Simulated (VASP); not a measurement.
**MgO: single point with r2SCAN**

Crystal: MgO.

```
CELL_PARAMETERS angstrom
3.48402 0.00000 0.00000
-1.74201 3.01725 0.00000
0.00000 0.00000 4.18532
ATOMIC_POSITIONS crystal
Mg 0.33333 0.66667 0.25000
Mg 0.66667 0.33333 0.75000
O 0.66667 0.33333 0.25000
O 0.33333 0.66667 0.75000
```

```yaml
Program: VASP 6.6.1
Task: single point
Functional: r2SCAN
Potentials_or_basis: VASP PAW PBE potentials, release 64 (Mg, O)
Cutoff: 520 eV
k_mesh: 9 × 9 × 6
Occupations: gaussian, width 0.01 eV
Spin: no spin polarisation
```

- Pressure: -0.8 GPa
- Band gap on the k mesh: 4.08 eV, direct

Stress tensor (GPa, compression positive):
```
-0.66  0.00  0.00
 0.00 -0.66  0.00
 0.00  0.00 -0.96
```

Levels at points of the mesh, in eV from the valence-band top:
```tsv
k point	band 6	band 7	band 8	band 9	band 10	band 11
(0.00, 0.00, 0.00)	-0.84	-0.84	0.00	4.08	10.38	13.16
(0.00, 0.00, 0.50)	-1.32	-1.32	-1.32	7.14	7.14	13.85
```

Wall time 3.2 min on 1 thread of Intel(R) Xeon(R) Platinum 8175M CPU @ 2.50GHz (Skylake/Cascade Lake), on a shared host, peak memory 0.18 GiB.

Caveat: the PAW data sets were made with another functional, which shifts forces and pressure a little. r2SCAN opens gaps a little over a GGA but as a rule still falls short of measured ones.
